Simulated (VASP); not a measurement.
Crystal: LiAl2B2.

```
Li Al B
1.0
     2.49219    0.00000    0.00000
    -1.24609    2.15830    0.00000
     0.00000    0.00000    8.35893
Li Al B
1 2 2
Direct
  0.00000 0.00000 0.00000
  0.00000 0.00000 0.52427
  0.33333 0.66667 0.74845
  0.33333 0.66667 0.19549
  0.66667 0.33333 0.35947
```

* Program: VASP 6.6.1
* Task: relaxation of cell and atoms
* Functional: PBE
* Potentials or basis: VASP PAW PBE potentials, release 64 (Li_sv, Al, B)
* Cutoff: 600 eV
* k mesh: 6 × 6 × 2
* Occupations: gaussian, width 0.1 eV
* Spin: no spin polarisation

At the start: pressure 52.8 GPa; volume 8.99 Å³/atom.

Q: How do energy, volume and symmetry change on relaxing?

A: Over 25 steps the energy falls by 1259.5 meV/atom and the volume is 12.04 Å³/atom (+33.9 %); space group P3m1 (No. 156, to 0.05 Å).

Step by step:
```csv
step,energy change (eV),largest force (eV/Å),pressure (GPa),volume (Å³)
1,0.0000,6.3178,52.77,44.96
2,-3.0113,1.8086,-9.45,67.12
3,-3.1155,1.5099,-3.89,61.88
4,-3.5298,1.6675,-1.19,60.47
5,-4.0074,1.5638,4.24,58.40
6,-5.1421,1.6763,15.28,54.19
7,-3.2720,5.5091,42.68,45.44
8,-5.1778,1.9507,18.25,52.63
9,-5.2127,1.8476,27.71,49.07
10,-5.3526,2.2583,22.81,50.89
11,-5.3542,2.2103,24.67,50.19
12,-5.4496,1.8853,23.08,50.43
13,-5.5085,1.5458,20.50,50.86
14,-5.6275,1.4380,18.04,51.60
15,-5.9094,1.1155,11.33,53.85
16,-6.1670,0.8934,0.64,58.56
17,-6.1741,0.8727,-0.97,59.45
18,-6.1923,0.8000,-0.78,59.40
19,-6.2369,0.5715,-0.15,59.23
20,-6.2751,0.2784,1.58,58.88
21,-6.2855,0.2276,0.58,59.51
22,-6.2921,0.1540,-1.00,60.61
23,-6.2964,0.0873,-0.47,60.42
24,-6.2973,0.0620,-0.09,60.28
25,-6.2977,0.0264,0.00,60.21
```

Final structure:
```
CELL_PARAMETERS angstrom
2.99445 0.00000 0.00000
-1.49723 2.59327 0.00000
0.00000 0.00000 7.75360
ATOMIC_POSITIONS crystal
Li 0.00000 0.00000 0.06257
Al 0.00000 0.00000 0.46348
Al 0.33333 0.66667 0.76213
B 0.33333 0.66667 0.26827
B 0.66667 0.33333 0.27122
```

Caveat: the k points lie up to 0.41 Å⁻¹ apart in the final cell; the cutoff is under 1.25 times the usual one of these potentials, so pressure, stress and relaxed cells hold a basis-set (Pulay) error; the volume moved by over 15 % at a fixed basis, so the end points are rough.
